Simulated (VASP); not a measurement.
# GaP (ae) (F-43m) in VASP: further runs

Runs on GaP (ae). Level: PBE. Tasks: single point, relaxation of cell and atoms.

Everything below comes from runs of VASP 6.6.1. Logs are shortened: lines on timing, memory, paths and dates and some standing lists are left out, and cuts for length are marked.

**What was measured.**

“Stacking defects in GaP nanowires: Electronic structure and optical properties”, 2018, arxiv:1810.01194 quotes, for a bulk crystal of GaP at 10 K: band gap 2.34 eV (indirect).

The runs below are set against these values where they give the same quantity.

## (1) The cell of the first run

Symmetry: F-43m, No. 216, cubic system. Conventional cell: a = 5.506 Å, b = 5.506 Å, c = 5.506 Å, α = 90.00°, β = 90.00°, γ = 90.00°. Within 3.1 Å of Ga (site symmetry -43m) lie 4 P at 2.38 Å. P (site symmetry -43m) has 4 Ga at 2.38 Å within 3.1 Å.

## (2) Single point, PBE

The input, INCAR:

```
PREC = Accurate ; ENCUT = 500
EDIFF = 1E-6 ; ISMEAR = 0
SIGMA = 0.02 ; LREAL = F
LASPH = T ; NELM = 120
ALGO = Normal ; ISIF = 2
LWAVE = F ; LCHARG = F
GGA = PE ; NBANDS = 16
GGA_COMPAT = F
```

The input, KPOINTS:

```
regular mesh
0
Gamma
  8 8 8
```

The input, POSCAR:

```
GaP
1.0
    0.0000000000      2.7529801883      2.7529801883
    2.7529801883      0.0000000000      2.7529801883
    2.7529801883      2.7529801883      0.0000000000
Ga P
1 1
Direct
    0.0000000000      0.0000000000      0.0000000000
    0.2500000000      0.2500000000      0.2500000000
```

Potentials or basis: VASP PAW PBE potentials, release 64 (Ga_d, P).

Started as:

```console
$ cat potpaw_PBE.64/Ga_d/POTCAR potpaw_PBE.64/P/POTCAR > POTCAR
$ mpirun -np 1 vasp_std > vasp.out
```

OUTCAR:

```text
PREC = Accurate
   ENCUT = 500
   EDIFF = 1E-6
   ISMEAR = 0
   LREAL = F
   LASPH = T
   NELM = 120
   ISIF = 2
   GGA = PE

 ion  position               nearest neighbor table
   1  0.000  0.000  0.000-   2 2.38   2 2.38   2 2.38   2 2.38
   2  0.250  0.250  0.250-   1 2.38   1 2.38   1 2.38   1 2.38

  LATTYP: Found a face centered cubic cell.
 ALAT       =     5.5059603766

  Lattice vectors:

 A1 = (   0.0000000000,   2.7529801883,   2.7529801883)
 A2 = (   2.7529801883,   0.0000000000,   2.7529801883)
 A3 = (   2.7529801883,   2.7529801883,   0.0000000000)

Analysis of symmetry for initial positions (statically):
=====================================================================
 Subroutine PRICEL returns:
 Original cell was already a primitive cell.

 Routine SETGRP: Setting up the symmetry group for a
 face centered cubic supercell.

 Subroutine GETGRP returns: Found 24 space group operations
 (whereof 24 operations were pure point group operations)
 out of a pool of 48 trial point group operations.

The static configuration has the point symmetry T_d .

Analysis of symmetry for dynamics (positions and initial velocities):
=====================================================================
 Subroutine PRICEL returns:
 Original cell was already a primitive cell.

 Routine SETGRP: Setting up the symmetry group for a
 face centered cubic supercell.

 Subroutine GETGRP returns: Found 24 space group operations
 (whereof 24 operations were pure point group operations)
 out of a pool of 48 trial point group operations.

The dynamic configuration has the point symmetry T_d .

 Subroutine INISYM returns: Found 24 space group operations
 (whereof 24 operations are pure point group operations),
 and found     1 'primitive' translations

----------------------------------------------------------------------------------------

                                     Primitive cell

  volume of cell :      41.7291

  direct lattice vectors                    reciprocal lattice vectors
     0.000000000  2.752980188  2.752980188    -0.181621358  0.181621358  0.181621358
     2.752980188  0.000000000  2.752980188     0.181621358 -0.181621358  0.181621358
     2.752980188  2.752980188  0.000000000     0.181621358  0.181621358 -0.181621358

  length of vectors
     3.893301919  3.893301919  3.893301919     0.314577420  0.314577420  0.314577420

  position of ions in fractional coordinates (direct lattice)
     0.000000000  0.000000000  0.000000000
     0.250000000  0.250000000  0.250000000

  ion indices of the primitive-cell ions
   primitive index   ion index
                 1           1
                 2           2

----------------------------------------------------------------------------------------

 KPOINTS: regular mesh

Automatic generation of k-mesh.
 Grid dimensions read from file:
 generate k-points for:    8    8    8

 Generating k-lattice:

  Cartesian coordinates                     Fractional coordinates (reciprocal lattice)
    -0.022702670  0.022702670  0.022702670     0.125000000  0.000000000  0.000000000
     0.022702670 -0.022702670  0.022702670     0.000000000  0.125000000  0.000000000
     0.022702670  0.022702670 -0.022702670     0.000000000  0.000000000  0.125000000

  Length of vectors
     0.039322177  0.039322177  0.039322177

  Shift w.r.t. Gamma in fractional coordinates (k-lattice)
     0.000000000  0.000000000  0.000000000

 Subroutine IBZKPT returns following result:
 ===========================================

 Found     29 irreducible k-points:

 Following reciprocal coordinates:
            Coordinates               Weight
  0.000000  0.000000  0.000000      1.000000
  0.125000  0.000000  0.000000      8.000000
  0.250000  0.000000  0.000000      8.000000
  0.375000  0.000000  0.000000      8.000000
  0.500000  0.000000  0.000000      4.000000
  0.125000  0.125000  0.000000      6.000000
[... 16 lines left out ...]
  0.500000  0.250000  0.125000     48.000000
 -0.375000  0.250000  0.125000     24.000000
 [... further k-points ...]
   k-points           NKPTS =     29   k-points in BZ     NKDIM =     29   number of bands    NBANDS=     16
   number of dos      NEDOS =    301   number of ions     NIONS =      2
   total plane-waves  NPLWV =  21952
   dimension x,y,z NGX =    28 NGY =   28 NGZ =   28
   dimension x,y,z NGXF=    56 NGYF=   56 NGZF=   56
   ions per type =               1   1
   NGX,Y,Z   is equivalent  to a cutoff of  11.96, 11.96, 11.96 a.u.
   NGXF,Y,Z  is equivalent  to a cutoff of  23.91, 23.91, 23.91 a.u.
 SYSTEM =  unknown system
   PREC   = accura    normal or accurate (medium, high low for compatibility)
   ISTART =      0    job   : 0-new  1-cont  2-samecut
   ICHARG =      2    charge: 1-file 2-atom 10-const
   ISPIN  =      1    spin polarized calculation?
   LNONCOLLINEAR =      F non collinear calculations
   LSORBIT =      F    spin-orbit coupling
   LASPH  =      T    aspherical Exc in radial PAW
   ENCUT  =  500.0 eV  36.75 Ry    6.06 a.u.   7.10  7.10  7.10*2*pi/ulx,y,z
   NELM   =    120;   NELMIN=  2; NELMDL= -5     # of ELM steps
   EDIFF  = 0.1E-05   stopping-criterion for ELM
   LREAL  =      F    real-space projection
   EDIFFG = 0.1E-04   stopping-criterion for IOM
   NSW    =      0    number of steps for IOM
   IBRION =     -1    ionic relax: 0-MD 1-quasi-New 2-CG
   NFREE  =      0    steps in history (QN), initial steepest desc. (CG)
   ISIF   =      2    stress and relaxation
   ISYM   =      2    0-nonsym 1-usesym 2-fastsym
   POTIM  = 0.5000    time-step for ionic-motion
   TEBEG  =    0.0;   TEEND  =   0.0 temperature during run
   PSTRESS=    0.0 pullay stress
   NELECT =      18.0000    total number of electrons
   NUPDOWN=      -1.0000    fix difference up-down
   EMIN   =  10.00;   EMAX   =-10.00  energy-range for DOS
   EFERMI =   0.00;   METHOD = LEGACY
   ISMEAR =     0;   SIGMA  =   0.02  broadening in eV -4-tet -1-fermi 0-gaus
   EFERMI_NEDOS =   21; number of points for ismear=-14 and -15
   IALGO  =     38    algorithm
   IMIX   =      4    mixing-type and parameters
     AMIX     =   0.40;   BMIX     =  1.00
     AMIX_MAG =   1.60;   BMIX_MAG =  1.00
  volume/ion in A,a.u.               =      20.86       140.80
  Fermi-wavevector in a.u.,A,eV,Ry     =   1.236951  2.337499 20.817572  1.530048
  Thomas-Fermi vector in A             =   2.371539
   LORBIT       =      0    0 simple, 1 ext, 2 COOP (PROOUT), +10 PAW based schemes
   GGA     = PE    functional components
   LHFCALC =     F    Hartree Fock is set to
   AEXX    =    0.0000 exact exchange contribution
   IVDW    =     0    specifies the selected vdW correction
   LEPSILON=     F    determine dielectric tensor
   LRPA    =     F    only Hartree local field effects (RPA)
 non-spin polarized calculation
 Gauss-broadening in eV      SIGMA  =   0.02
  energy-cutoff  :      500.00
  volume of cell :       41.73
 maximum number of plane-waves:      1068
   NGX = 15   NGY = 15   NGZ = 15

 number of electron      18.0000009 magnetization

 Free energy of the ion-electron system (eV)
  ---------------------------------------------------
  ext. energy  EPLUGINS =         0.00000000
  ---------------------------------------------------
  free energy    TOTEN  =        -9.12545982 eV

  energy without entropy =       -9.12545982  energy(sigma->0) =       -9.12545982

 E-fermi :   4.5072     XC(G=0):  -9.6953

 val. band max:        4.3472437147   @ k =   0.0000   0.0000   0.0000
 cond. band min:       5.9233052714   @ k =   0.0000   0.0000   0.0000
 fundamental gap:      1.5760615566
 Fermi energy:         4.5072025929

 k-point     1 :       0.0000    0.0000    0.0000
  band No.  band energies     occupation
      1     -10.1558      2.00000
      2     -10.1558      2.00000
      3     -10.1558      2.00000
      4     -10.0650      2.00000
      5     -10.0650      2.00000
      6      -7.9202      2.00000
[... 8 lines left out ...]
     15      14.0922      0.00000
     16      14.0922      0.00000

 k-point     2 :       0.1250    0.0000    0.0000
  band No.  band energies     occupation
      1     -10.1676      2.00000
      2     -10.1515      2.00000
      3     -10.1515      2.00000
      4     -10.0651      2.00000
      5     -10.0651      2.00000
      6      -7.7259      2.00000
[... 8 lines left out ...]
     15      13.4866      0.00000
     16      13.9053      0.00000

 k-point     3 :       0.2500    0.0000    0.0000
  band No.  band energies     occupation
      1     -10.1939      2.00000
      2     -10.1425      2.00000
      3     -10.1425      2.00000
      4     -10.0639      2.00000
      5     -10.0639      2.00000
      6      -7.1757      2.00000
[... 8 lines left out ...]
     15      13.3025      0.00000
     16      14.1926      0.00000

 k-point     4 :       0.3750    0.0000    0.0000
  band No.  band energies     occupation
      1     -10.2181      2.00000
      2     -10.1355      2.00000
      3     -10.1355      2.00000
      4     -10.0605      2.00000
      5     -10.0605      2.00000
      6      -6.4129      2.00000
[... 8 lines left out ...]
     15      14.4578      0.00000
     16      14.4578      0.00000
[... 324 lines left out ...]
 k-point    22 :       0.3750    0.2500    0.1250
  band No.  band energies     occupation
      1     -10.2151      2.00000
      2     -10.1316      2.00000
      3     -10.1281      2.00000
      4     -10.0745      2.00000
      5     -10.0569      2.00000
      6      -6.7070      2.00000
[... 8 lines left out ...]
     15      15.3489      0.00000
     16      16.5751      0.00000

 k-point    23 :       0.5000    0.2500    0.1250
  band No.  band energies     occupation
      1     -10.2291      2.00000
      2     -10.1283      2.00000
      3     -10.1198      2.00000
      4     -10.0726      2.00000
      5     -10.0569      2.00000
      6      -5.9899      2.00000
[... 8 lines left out ...]
     15      15.7262      0.00000
     16      17.0439      0.00000

 k-point    24 :      -0.3750    0.2500    0.1250
  band No.  band energies     occupation
      1     -10.2342      2.00000
      2     -10.1277      2.00000
      3     -10.1169      2.00000
      4     -10.0694      2.00000
      5     -10.0584      2.00000
      6      -5.5638      2.00000
[... 8 lines left out ...]
     15      16.2405      0.00000
     16      16.6815      0.00000

 [... further k-points ...]

------------------------ aborting loop because EDIFF is reached ----------------------------------------

  FORCE on cell =-STRESS in cart. coord.  units (eV):
  Direction    XX          YY          ZZ          XY          YZ          ZX
  --------------------------------------------------------------------------------------
  -------------------------------------------------------------------------------------
  Total       -0.0189929     -0.0189929     -0.0189929      0.0000000      0.0000000     -0.0000000
  in kB       -0.7292286     -0.7292286     -0.7292286      0.0000000      0.0000000     -0.0000000
  external PRESSURE =      -0.7292286 kB  Pullay stress =       0.0000000 kB

 VOLUME and BASIS-vectors are now :
 -----------------------------------------------------------------------------
  energy-cutoff  :      500.00
  volume of cell :       41.73
      direct lattice vectors                 reciprocal lattice vectors
     0.000000000  2.752980188  2.752980188    -0.181621358  0.181621358  0.181621358
     2.752980188  0.000000000  2.752980188     0.181621358 -0.181621358  0.181621358
     2.752980188  2.752980188  0.000000000     0.181621358  0.181621358 -0.181621358

 POSITION                                       TOTAL-FORCE (eV/Angst)
 -----------------------------------------------------------------------------------
      0.00000      0.00000      0.00000        -0.000000     -0.000000      0.000000
      1.37649      1.37649      1.37649         0.000000      0.000000      0.000000
 -----------------------------------------------------------------------------------
    total drift:                                0.000001      0.000001      0.000001

  FREE ENERGIE OF THE ION-ELECTRON SYSTEM (eV)
  ---------------------------------------------------
  free  energy   TOTEN  =        -9.1254598156 eV

  energy  without entropy=       -9.1254598156  energy(sigma->0) =       -9.12545982
```

Run time: 10 s. Hardware: 1 thread of Intel Xeon 6975P-C, shared host; peak memory 0.16 GiB.

What came out:

```
Free energy            : -9.1255 eV
Pressure               : -0.1 GPa
Band gap on the k mesh : 1.58 eV, direct
```

## (3) Single point, PBE (volume scaled by 1.03)

The input, INCAR:

```
ALGO = Normal ; EDIFF = 1E-6
ENCUT = 500 ; GGA = PE
GGA_COMPAT = False ; ISIF = 2
ISMEAR = 0 ; LASPH = True
LCHARG = False ; LREAL = False
LWAVE = False ; NBANDS = 16
NELM = 120 ; PREC = Accurate
SIGMA = 0.02
```

The input, KPOINTS:

```
k-points
0
Gamma
  8 8 8
```

The input, POSCAR:

```
GaP
1.0
    0.0000000000      2.7802391907      2.7802391907
    2.7802391907      0.0000000000      2.7802391907
    2.7802391907      2.7802391907      0.0000000000
Ga P
1 1
Direct
    0.0000000000      0.0000000000      0.0000000000
    0.2500000000      0.2500000000      0.2500000000
```

Potentials or basis: VASP PAW PBE potentials, release 64 (Ga_d, P).

Started as:

```console
$ cat potpaw_PBE.64/Ga_d/POTCAR potpaw_PBE.64/P/POTCAR > POTCAR
$ mpirun -np 1 vasp_std > vasp.out
```

Wall time 14 s (1 thread of Intel Xeon 6975P-C, shared host); peak memory 0.17 GiB.

The run converged. Its results:

```yaml
Free_energy: -9.1170 eV
Pressure: -2.2 GPa
Band_gap_on_the_k_mesh: 1.34 eV, direct
```

Levels at points of the mesh, in eV from the valence-band top:
| k point | band 7 | band 8 | band 9 | band 10 | band 11 | band 12 |
| --- | --- | --- | --- | --- | --- | --- |
| (0.00, 0.00, 0.00) | 0.00 | 0.00 | 0.00 | 1.34 | 3.90 | 3.90 |
| (0.50, 0.00, 0.00) | -6.30 | -1.03 | -1.03 | 1.49 | 4.73 | 4.73 |
| (0.50, 0.50, 0.00) | -6.48 | -2.48 | -2.48 | 1.77 | 1.87 | 10.15 |

 A k mesh can miss the band edges.

## (4) Single point, PBE (volume scaled by 1.06)

The input, INCAR:

```
ALGO = Normal
EDIFF = 1E-6
ENCUT = 500
GGA = PE
GGA_COMPAT = False
ISIF = 2
ISMEAR = 0
LASPH = True
LCHARG = False
LREAL = False
LWAVE = False
NBANDS = 16
NELM = 120
PREC = Accurate
SIGMA = 0.02
```

KPOINTS is that of step 3.

The input, POSCAR:

```
GaP
1.0
    0.0000000000      2.8069738999      2.8069738999
    2.8069738999      0.0000000000      2.8069738999
    2.8069738999      2.8069738999      0.0000000000
Ga P
1 1
Direct
    0.0000000000      0.0000000000      0.0000000000
    0.2500000000      0.2500000000      0.2500000000
```

Started as:

```console
$ cat potpaw_PBE.64/Ga_d/POTCAR potpaw_PBE.64/P/POTCAR > POTCAR
$ mpirun -np 1 vasp_std > vasp.out
```

Run time: 15 s. Hardware: 1 thread of Intel Xeon 6975P-C, shared host; peak memory 0.17 GiB.

It converged, with:

```yaml
Free_energy: -9.0934 eV
Pressure: -4.0 GPa
Band_gap_on_the_k_mesh: 1.11 eV, direct
```

Levels at points of the mesh, in eV from the valence-band top:
| k point | band 7 | band 8 | band 9 | band 10 | band 11 | band 12 |
| --- | --- | --- | --- | --- | --- | --- |
| (0.00, 0.00, 0.00) | 0.00 | 0.00 | 0.00 | 1.11 | 3.90 | 3.90 |
| (0.50, 0.00, 0.00) | -6.16 | -0.99 | -0.99 | 1.41 | 4.73 | 4.73 |
| (0.50, 0.50, 0.00) | -6.36 | -2.39 | -2.39 | 1.83 | 1.88 | 9.93 |

 A k mesh can miss the band edges.

## (5) Single point, PBE (volume scaled by 1.09)

The input, INCAR:

```
PREC = Accurate
ENCUT = 500
EDIFF = 1E-6
ISMEAR = 0
SIGMA = 0.02
LREAL = F
LASPH = T
NELM = 120
ALGO = Normal
ISIF = 2
LWAVE = F
LCHARG = T
GGA = PE
LELF = T
LVHAR = T
NBANDS = 16
GGA_COMPAT = F
```

The input, KPOINTS:

```
regular mesh
0
Gamma
  8 8 8
```

The input, POSCAR:

```
GaP
1.0
    0.0000000000      2.8332088214      2.8332088214
    2.8332088214      0.0000000000      2.8332088214
    2.8332088214      2.8332088214      0.0000000000
Ga P
1 1
Direct
    0.0000000000      0.0000000000      0.0000000000
    0.2500000000      0.2500000000      0.2500000000
```

Started as:

```console
$ cat potpaw_PBE.64/Ga_d/POTCAR potpaw_PBE.64/P/POTCAR > POTCAR
$ mpirun -np 1 vasp_std > vasp.out
```

It took 14 s on 1 thread of Intel Xeon 6975P-C, shared host; peak memory 0.17 GiB.

It converged, with:

* Free energy: -9.0569 eV
* Pressure: -5.5 GPa
* Band gap on the k mesh: 0.89 eV, direct

Levels at points of the mesh, in eV from the valence-band top:
```tsv
k point	band 7	band 8	band 9	band 10	band 11	band 12
(0.00, 0.00, 0.00)	0.00	0.00	0.00	0.89	3.90	3.90
(0.50, 0.00, 0.00)	-6.02	-0.96	-0.96	1.32	4.73	4.73
(0.50, 0.50, 0.00)	-6.24	-2.30	-2.30	1.88	1.89	9.73
```

## (6) Relaxation of cell and atoms, PBE

The input, INCAR:

```
PREC     = Accurate       # precision mode
ENCUT    = 500            # plane-wave cutoff, eV
EDIFF    = 1E-7           # SCF threshold, eV
ISMEAR   = 0              # smearing method
SIGMA    = 0.02           # smearing width, eV
LREAL    = F              # projectors in reciprocal space
LASPH    = T              # aspherical terms in the spheres
NELM     = 120            # most SCF steps
ALGO     = Normal         # electronic algorithm
ISIF     = 3              # what is computed and relaxed
LWAVE    = F              # write WAVECAR
LCHARG   = F              # write CHGCAR
GGA      = PE             # functional
IBRION   = 2              # ionic algorithm
NSW      = 50             # ionic steps
EDIFFG   = -0.003         # ionic threshold
GGA_COMPAT= F            
NELMIN   = 4
```

KPOINTS is that of step 5.

The input, POSCAR:

```
GaP
1.0
    0.0000000000      2.7529801883      2.7529801883
    2.7529801883      0.0000000000      2.7529801883
    2.7529801883      2.7529801883      0.0000000000
Ga P
1 1
Direct
    0.0000000000      0.0000000000      0.0000000000
    0.2500000000      0.2500000000      0.2500000000
```

Potentials or basis: VASP PAW PBE potentials, release 64 (Ga_d, P).

Started as:

```console
$ cat potpaw_PBE.64/Ga_d/POTCAR potpaw_PBE.64/P/POTCAR > POTCAR
$ mpirun -np 1 vasp_std > vasp.out
```

It took 11 s on 1 thread of Intel Xeon 6975P-C, shared host; peak memory 0.16 GiB.

The run converged. Its results:

```
Free energy             : -9.1255 eV
Pressure after relaxing : 0.0 GPa
Band gap on the k mesh  : 1.58 eV, direct
```

Final structure:
```
Ga P
1.0
     0.00000    2.75298    2.75298
     2.75298    0.00000    2.75298
     2.75298    2.75298    0.00000
Ga P
1 1
Direct
  0.00000 0.00000 0.00000
  0.25000 0.25000 0.25000
```

Levels at points of the mesh, in eV from the valence-band top:
```
           k point  band 5  band 6  band 7  band 8  band 9  band 10  band 11  band 12  band 13
(0.00, 0.00, 0.00)  -14.41  -12.27    0.00    0.00    0.00     1.58     3.90     3.90     3.90
(0.50, 0.00, 0.00)  -14.41  -10.30   -6.46   -1.07   -1.07     1.58     4.73     4.73     8.22
(0.50, 0.50, 0.00)  -14.39   -9.44   -6.61   -2.58   -2.58     1.72     1.85    10.37    10.37
```

Caveat: the relaxation stopped at its first step, so nothing moved. A k mesh can miss the band edges.

## (7) Overview

| task | cell | gap on the mesh (eV) | pressure (GPa) |
| --- | --- | --- | --- |
| single point | a = 3.893 Å, angles 60.0°, 2 atoms | 1.58 | -0.1 |
| single point | a = 3.932 Å, angles 60.0°, 2 atoms | 1.34 | -2.2 |
| single point | a = 3.970 Å, angles 60.0°, 2 atoms | 1.11 | -4.0 |
| single point | a = 4.007 Å, angles 60.0°, 2 atoms | 0.89 | -5.5 |
| relaxation of cell and atoms | relaxed from a = 3.893 Å, angles 60.0°, 2 atoms | 1.58 | 0.0 |

Alike in all rows: level PBE; potentials or basis VASP PAW PBE potentials, release 64 (Ga_d, P); no spin polarisation; k mesh 8 × 8 × 8; cutoff (eV) 500; smearing gaussian 0.02 eV.

Caveats: the relaxation stopped at its first step, so nothing moved (some runs).

Absolute energies hang on the potentials; compare differences alone.

## (8) Against experiment

Step 2. Measured gap of GaP: 2.34 eV (indirect; 10 K; quoted in “Stacking defects in GaP nanowires: Electronic structure and optical properties”, 2018, arxiv:1810.01194). This calculation gives 1.58 eV (-0.76 eV). Spin-orbit coupling on Ga is left out. The value is that of PBE on a finite k mesh, which can miss the band edges, without temperature or zero-point motion. Semilocal functionals fall short of measured gaps as a rule.
